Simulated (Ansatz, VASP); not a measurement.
## P: VASP beside Ansatz

The input POSCAR:

```
P
1.0
    4.6275012813      0.0000000000      0.0000000000
    0.0000000000      3.3906235782      0.0000000000
    0.0000000000      0.0000000000     27.8195791164
P
4
Direct
    0.0925356769      0.0000000000      0.3787938536
    0.4074643231      0.5000000000      0.3787938536
    0.5925356769      0.5000000000      0.3041783769
    0.9074643231      0.0000000000      0.3041783769
```

Contents of INCAR.step1:

```
SYSTEM = P
PREC = Accurate
ENCUT = 520
ISMEAR = 0
SIGMA = 0.01
LREAL = .False.
LASPH = .True.
NELM = 60
LDIPOL = .True.
IDIPOL = 3
DIPOL = 0.5 0.5 0.341
NBANDS = 18
GGA = PE
ALGO = Normal
EDIFF = 1E-4
LWAVE = .True.
LCHARG = .False.
```

The input INCAR.step2:

```
SYSTEM = P
PREC = Accurate
ENCUT = 520
EDIFF = 1E-7
ISMEAR = 0
SIGMA = 0.01
LREAL = .False.
LASPH = .True.
NELM = 60
ALGO = Normal
ISIF = 2
LWAVE = .False.
LCHARG = .False.
LDIPOL = .True.
IDIPOL = 3
DIPOL = 0.5 0.5 0.341
METAGGA = R2SCAN
LMIXTAU = .True.
NBANDS = 18
ISTART = 1
```

File KPOINTS:

```
Automatic mesh
0
Gamma
  6 8 1
  0 0 0
```

Input for Ansatz:

```yaml
crystal:
  lattice:
    - [4.6275012813, 0.0, 0.0]
    - [0.0, 3.3906235782, 0.0]
    - [0.0, 0.0, 27.8195791164]
  atoms:
    - { symbol: P, position: [0.0925356769, 0.0, 0.3787938536] }
    - { symbol: P, position: [0.4074643231, 0.5, 0.3787938536] }
    - { symbol: P, position: [0.5925356769, 0.5, 0.3041783769] }
    - { symbol: P, position: [0.9074643231, 0.0, 0.3041783769] }
  periodic: [true, true, false]
kpoints:
  mp_grid: { grid: [6, 8, 1] }
  band_path:
    path:
      - [0.0, 0.0, 0.0]
      - [0.5, 0.0, 0.0]
      - [0.5, 0.5, 0.0]
      - [0.0, 0.5, 0.0]
      - [0.0, -0.013021, 0.0]
    npoints: 1
hamiltonian:
  xc: r2scan
scf:
  occupations: { method: fixed }
  n_extra_bands: 5
output:
  forces: true
  stress: true
  eigenvalues: true
```

Change from the starting cell: uniaxial_y strain +3.0%.

Alike in both runs: task single point; functional r2SCAN; k mesh 6 × 8 × 1; no spin polarisation.

|  | VASP | Ansatz |
| --- | --- | --- |
| version | VASP 6.6.1 | Ansatz 0.2.0 |
| potentials or method | VASP PAW PBE potentials, release 64 (P) | plane waves, PAW |
| plane-wave cutoff (eV) | 520 | 500 |
| occupations | gaussian, width 0.01 eV | fixed |
| valence electrons in the cell | 20 | 20 |

```csv
,VASP,Ansatz,Ansatz less VASP
gap on the k mesh at the Fermi level (eV),1.30,1.27,-0.027
rms of the force components (eV/Å),0.051,0.000,-0.0504
```

VASP's potentials were made for PBE, not for r2SCAN. Atom by atom the forces differ by 0.051 eV/Å (rms over components).
